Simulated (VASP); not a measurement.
# Sb in VASP: further runs, part 2 of 3

VASP 6.6.1. Earlier steps stand in the parts before.

### Step 3. Single point, PBEsol (23.59 Å³/atom)

This run uses another cell than the first one, of 23.59 Å³/atom.

Input file INCAR:

```
PREC = Accurate
ENCUT = 520
EDIFF = 1E-6
ISMEAR = -1
SIGMA = 0.05
LREAL = False
LASPH = True
NELM = 80
ALGO = Normal
ISIF = 2
LWAVE = False
LCHARG = False
GGA = PS
NBANDS = 8
```

Input file KPOINTS:

```
regular mesh
0
Gamma
  19 19 19
```

Input file POSCAR:

```
Sb
1.0
   -1.5296765170      1.5296765170      2.5206629649
    1.5296765170     -1.5296765170      2.5206629649
    1.5296765170      1.5296765170     -2.5206629649
Sb
1
Direct
    0.0000000000      0.0000000000      0.0000000000
```

Potentials or basis: VASP PAW PBE potentials, release 64 (Sb).

Launch:

```bash
$ cat potpaw_PBE.64/Sb/POTCAR > POTCAR
$ mpirun -np 1 vasp_std > vasp.out
```

OUTCAR:

```text
PREC = Accurate
   ENCUT = 520
   EDIFF = 1E-6
   ISMEAR = -1
   LREAL = False
   LASPH = True
   NELM = 80
   ISIF = 2
   GGA = PS

 ion  position               nearest neighbor table
   1  0.000  0.000  0.000-

  LATTYP: Found a body centered tetragonal cell.
 ALAT       =     3.0593530340
 C/A-ratio  =     1.6478405316

  Lattice vectors:

 A1 = (  -1.5296765170,   1.5296765170,   2.5206629649)
 A2 = (   1.5296765170,  -1.5296765170,   2.5206629649)
 A3 = (   1.5296765170,   1.5296765170,  -2.5206629649)

Analysis of symmetry for initial positions (statically):
=====================================================================
 Subroutine PRICEL returns:
 Original cell was already a primitive cell.

 Routine SETGRP: Setting up the symmetry group for a
 body centered tetragonal supercell.

 Subroutine GETGRP returns: Found 16 space group operations
 (whereof 16 operations were pure point group operations)
 out of a pool of 16 trial point group operations.

The static configuration has the point symmetry D_4h.

Analysis of symmetry for dynamics (positions and initial velocities):
=====================================================================
 Subroutine PRICEL returns:
 Original cell was already a primitive cell.

 Routine SETGRP: Setting up the symmetry group for a
 body centered tetragonal supercell.

 Subroutine GETGRP returns: Found 16 space group operations
 (whereof 16 operations were pure point group operations)
 out of a pool of 16 trial point group operations.

The dynamic configuration has the point symmetry D_4h.

 Subroutine INISYM returns: Found 16 space group operations
 (whereof 16 operations are pure point group operations),
 and found     1 'primitive' translations

----------------------------------------------------------------------------------------

[... 103 lines left out ...]
   EMIN   =  10.00;   EMAX   =-10.00  energy-range for DOS
   EFERMI =   0.00;   METHOD = LEGACY
   ISMEAR =    -1;   SIGMA  =   0.05  broadening in eV -4-tet -1-fermi 0-gaus
   EFERMI_NEDOS =   21; number of points for ismear=-14 and -15
   IALGO  =     38    algorithm
   IMIX   =      4    mixing-type and parameters
     AMIX     =   0.40;   BMIX     =  1.00
     AMIX_MAG =   1.60;   BMIX_MAG =  1.00
  volume/ion in A,a.u.               =      23.59       159.21
  Fermi-wavevector in a.u.,A,eV,Ry     =   0.976053  1.844473 12.961997  0.952680
  Thomas-Fermi vector in A             =   2.106642
   LORBIT       =      0    0 simple, 1 ext, 2 COOP (PROOUT), +10 PAW based schemes
   GGA     = PS    functional components
   LHFCALC =     F    Hartree Fock is set to
   AEXX    =    0.0000 exact exchange contribution
   IVDW    =     0    specifies the selected vdW correction
   LEPSILON=     F    determine dielectric tensor
   LRPA    =     F    only Hartree local field effects (RPA)
 non-spin polarized calculation
  energy-cutoff  :      520.00
  volume of cell :       23.59
 maximum number of plane-waves:       650
 NGX is ok and might be reduce to    28
   NGX = 13   NGY = 13   NGZ = 13

 number of electron       5.0000000 magnetization

 Free energy of the ion-electron system (eV)
  ---------------------------------------------------
  ext. energy  EPLUGINS =         0.00000000
  ---------------------------------------------------
  free energy    TOTEN  =        -4.24035500 eV

  energy without entropy =       -4.23553961  energy(sigma->0) =       -4.23794730

 E-fermi :  10.2483     XC(G=0): -10.9091

 val. band max:       10.2364171845   @ k =   0.2632   0.2632   0.1579
 cond. band min:      10.2496975314   @ k =  -0.2105   0.3158   0.1053
 fundamental gap:      0.0132803469
 Fermi energy:        10.2483163479

 k-point     1 :       0.0000    0.0000    0.0000
  band No.  band energies     occupation
      1      -3.8620      2.00000
      2      16.2657      0.00000
      3      16.5854      0.00000
      4      16.5854      0.00000
      5      20.1891      0.00000
      6      20.7002      0.00000
      7      21.2154      0.00000
      8      21.2154      0.00000
[... 243 lines left out ...]
 k-point    24 :      -0.2632    0.0526    0.0000
  band No.  band energies     occupation
      1      -2.4086      2.00000
      2       9.5477      2.00000
      3      13.8767      0.00000
      4      15.9769      0.00000
      5      18.3934      0.00000
      6      20.4533      0.00000
      7      21.8934      0.00000
      8      22.5807      0.00000

 [... further k-points ...]
[... 5 lines left out ...]
  --------------------------------------------------------------------------------------
  -------------------------------------------------------------------------------------
  Total        1.4581202      1.4581202      1.2789734      0.0000000      0.0000000      0.0000000
  in kB       99.0215983     99.0215983     86.8556630      0.0000000      0.0000000      0.0000000
  external PRESSURE =      94.9662865 kB  Pullay stress =       0.0000000 kB

 VOLUME and BASIS-vectors are now :
 -----------------------------------------------------------------------------
  energy-cutoff  :      520.00
  volume of cell :       23.59
      direct lattice vectors                 reciprocal lattice vectors
    -1.529676517  1.529676517  2.520662965     0.000000000  0.326866494  0.198360513
     1.529676517 -1.529676517  2.520662965     0.326866494  0.000000000  0.198360513
     1.529676517  1.529676517 -2.520662965     0.326866494  0.326866494  0.000000000

 POSITION                                       TOTAL-FORCE (eV/Angst)
 -----------------------------------------------------------------------------------
      0.00000      0.00000      0.00000         0.000000     -0.000000      0.000000
 -----------------------------------------------------------------------------------
    total drift:                               -0.000000      0.000000      0.000000

  FREE ENERGIE OF THE ION-ELECTRON SYSTEM (eV)
  ---------------------------------------------------
  free  energy   TOTEN  =        -4.2403549975 eV

  energy  without entropy=       -4.2355396095  energy(sigma->0) =       -4.23794730
```

OSZICAR:

```text
N       E                     dE             d eps       ncg     rms          rms(c)
DAV:   1     0.505985347145E+01    0.50599E+01   -0.17217E+03  8864   0.415E+02
DAV:   2    -0.415172635971E+01   -0.92116E+01   -0.88456E+01 12328   0.546E+01
DAV:   3    -0.424828899867E+01   -0.96563E-01   -0.96371E-01 10664   0.623E+00
DAV:   4    -0.424856021629E+01   -0.27122E-03   -0.27122E-03 13792   0.405E-01
DAV:   5    -0.424856060810E+01   -0.39181E-06   -0.39113E-06 11176   0.969E-03    0.216E+00
DAV:   6    -0.424340143159E+01    0.51592E-02   -0.12145E-03 11672   0.165E-01    0.127E+00
DAV:   7    -0.424036419626E+01    0.30372E-02   -0.26492E-03 10496   0.243E-01    0.310E-02
DAV:   8    -0.424035507931E+01    0.91170E-05   -0.46588E-05 12024   0.507E-02    0.662E-03
DAV:   9    -0.424035499750E+01    0.81811E-07   -0.62492E-07 11784   0.566E-03
   1 F= -.42403550E+01 E0= -.42379473E+01  d E =-.481539E-02
```

stdout:

```text
POSCAR found type information on POSCAR Sb
 POSCAR found :  1 types and       1 ions
 scaLAPACK will be used
 -----------------------------------------------------------------------------
|                                                                             |
|                                                                             |
|     You enforced a specific xc type in the INCAR file but a different       |
|     I HOPE YOU KNOW WHAT YOU ARE DOING!                                     |
|                                                                             |
 -----------------------------------------------------------------------------

 LDA part: xc-table for (Slater+PW92), standard interpolation
 POSCAR, INCAR and KPOINTS ok, starting setup
 FFT: planning ... GRIDC
 FFT: planning ... GRID_SOFT
 FFT: planning ... GRID
 WAVECAR not read
 entering main loop
```

It took 2.3 min on 1 thread of Intel Xeon 8259CL, shared host; peak memory 0.24 GiB.

What came out:

```
Free energy            : -4.2404 eV
Pressure               : 9.5 GPa
Band gap on the k mesh : zero (an odd number of electrons rules out a gap without spin polarisation)
```

Stress tensor (GPa, compression positive):
```
9.90 0.00 0.00
0.00 9.90 0.00
0.00 0.00 8.69
```

Levels at points of the mesh, in eV from the Fermi level:
| k point | band 1 | band 2 | band 3 | band 4 | band 5 |
| --- | --- | --- | --- | --- | --- |
| (0.00, 0.00, 0.00) | -14.11 | 6.02 | 6.34 | 6.34 | 9.94 |

Caveat: the cell stands under pressure; the PAW data sets were made with another functional, which shifts forces and pressure a little; spin-orbit coupling is left out, which moves the levels of the heavy elements.

(Continued in part 3 of 3.)
